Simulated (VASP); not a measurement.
Wanted: the native input for a VASP 6.6.1 run.

| Quantity | Value |
| --- | --- |
| Task | single point |
| Functional | PBE |
| Potentials or basis | VASP PAW PBE potentials, release 64 (Hf_pv, In_d, Si, O) |
| Cutoff | 520 eV |
| k mesh | 4 × 4 × 3 |
| Occupations | fermi-dirac, width 0.05 eV |
| Spin | no spin polarisation |
| Dipole correction | no |
| Further INCAR settings | ALGO = Normal; EDIFF = 1e-06; NBANDS = 63 |

The structure of HfIn4SiO6 lies in POSCAR:

```
HfIn4SiO6
1.0
    2.6791448248     -4.6400004506      0.0082174186
    2.6791448248      4.6400004506      0.0082174186
   -1.8537529678      0.0000000000      7.3012405758
Hf In Si O
1 4 1 6
Direct
    0.7883500000      0.2116500000      0.0000000000
    0.6217500000      0.3782500000      0.5000000000
    0.4550200000      0.5449800000      0.0000000000
    0.2840700000      0.7159300000      0.5000000000
    0.9581400000      0.0418600000      0.5000000000
    0.1216800000      0.8783200000      0.0000000000
    0.0621900000      0.1141500000      0.8666600000
    0.8858500000      0.9378100000      0.1333400000
    0.7949000000      0.5378400000      0.8666300000
    0.4621600000      0.2051000000      0.1333700000
    0.1535200000      0.6287900000      0.1333300000
    0.3712100000      0.8464800000      0.8666700000
```

This cell differs from its parent crystal: volume scaled by 0.96.

The input as run:

INCAR

```
PREC     = Accurate       # precision mode
ENCUT    = 520            # plane-wave cutoff, eV
EDIFF    = 1E-6           # SCF threshold, eV
ISMEAR   = -1             # smearing method
SIGMA    = 0.05           # smearing width, eV
LREAL    = False          # projectors in reciprocal space
LASPH    = True           # aspherical terms in the spheres
NELM     = 100            # most SCF steps
ALGO     = Normal         # electronic algorithm
ISIF     = 2              # what is computed and relaxed
LWAVE    = False          # write WAVECAR
LCHARG   = True           # write CHGCAR
GGA      = PE             # functional
LELF     = True           # ELF
LVHAR    = True         
NBANDS   = 63             # bands
```

KPOINTS

```
regular mesh
0
Gamma
  4 4 3
```

Potentials or basis: VASP PAW PBE potentials, release 64 (Hf_pv, In_d, Si, O).

Command:

```bash
$ cat potpaw_PBE.64/Hf_pv/POTCAR potpaw_PBE.64/In_d/POTCAR potpaw_PBE.64/Si/POTCAR potpaw_PBE.64/O/POTCAR > POTCAR
$ mpirun -np 1 vasp_std > vasp.out
```

It gave:

```
Pressure               : 4.5 GPa
Largest force          : 0.416 eV/Å
Band gap on the k mesh : zero (band 51 reaches 8.41 eV, above the bottom of band 52 at 7.14 eV)
```

Caveat: spin-orbit coupling is left out, which moves the levels of the heavy elements.

Wall time 3.5 min on 1 thread of Oxide Virtual Turin-like Processor, on a shared host, peak memory 0.35 GiB.
